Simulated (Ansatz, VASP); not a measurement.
Two plane-wave programs on SiC

File POSCAR:

```
SiC
1.0
    0.0000000000      2.1740000000      2.1740000000
    2.1740000000      0.0000000000      2.1740000000
    2.1740000000      2.1740000000      0.0000000000
Si C
1 1
Direct
   -0.1422995477      0.0000000000      0.0000000000
    0.7500000000      0.7500000000      0.7500000000
```

File INCAR.step1:

```
  PREC = Accurate
  ENCUT = 520
  ISMEAR = 0
  SIGMA = 0.05
  LREAL = F
  LASPH = T
  NELM = 80
  NBANDS = 11
  GGA = PE
  ALGO = Normal
  EDIFF = 1E-4
  LWAVE = T
  LCHARG = F
```

File INCAR.step2:

```
  PREC = Accurate
  ENCUT = 520
  EDIFF = 1E-7
  ISMEAR = 0
  SIGMA = 0.05
  LREAL = F
  LASPH = T
  NELM = 80
  ALGO = Normal
  ISIF = 2
  LWAVE = F
  LCHARG = F
  METAGGA = R2SCAN
  LMIXTAU = T
  NBANDS = 11
  ISTART = 1
```

File KPOINTS:

```
Automatic mesh
0
Gamma
  12 12 12
```

Input for Ansatz:

```yaml
crystal:
  lattice:
    - [0.0, 2.174, 2.174]
    - [2.174, 0.0, 2.174]
    - [2.174, 2.174, 0.0]
  atoms:
    - { symbol: Si, position: [-0.1422995477, 0.0, 0.0] }
    - { symbol: C, position: [0.75, 0.75, 0.75] }
basis:
  ecutwfc: 500
kpoints:
  mp_grid: { grid: [12, 12, 12] }
hamiltonian:
  xc: r2scan
scf:
  occupations: { method: gaussian, width: 0.05 }
output:
  forces: true
  stress: true
  eigenvalues: true
```

Change from the starting cell: all Si atoms moved +0.438 Å, as atom 1 towards its neighbour atom 1 (Si) at 3.075 Å.

Alike in both runs: task single point; functional r2SCAN; k mesh 12 × 12 × 12; occupations gaussian, width 0.05 eV; no spin polarisation.

```csv
,VASP,Ansatz
version,VASP 6.6.1,Ansatz 0.2.0
potentials or method,"VASP PAW PBE potentials, release 64 (Si, C), cutoff 520 eV","scalar-relativistic, plane waves, PAW"
valence electrons in the cell,8,8
```

|  | VASP | Ansatz | Ansatz less VASP |
| --- | --- | --- | --- |
| gap on the k mesh at the Fermi level (eV) | none | none | - |
| pressure (GPa) | 27.2 | 27.8 | +0.62 |
| traceless stress, the component that is largest in VASP (GPa) | 28.69 | 29.15 | +0.459 |
| rms of the force components (eV/Å) | 7.101 | 7.148 | +0.0462 |

VASP's potentials were made for PBE, not for r2SCAN. Atom by atom the forces differ by 0.047 eV/Å (rms over components). A gap of «none» marks a metal or a gap that the smearing closes.
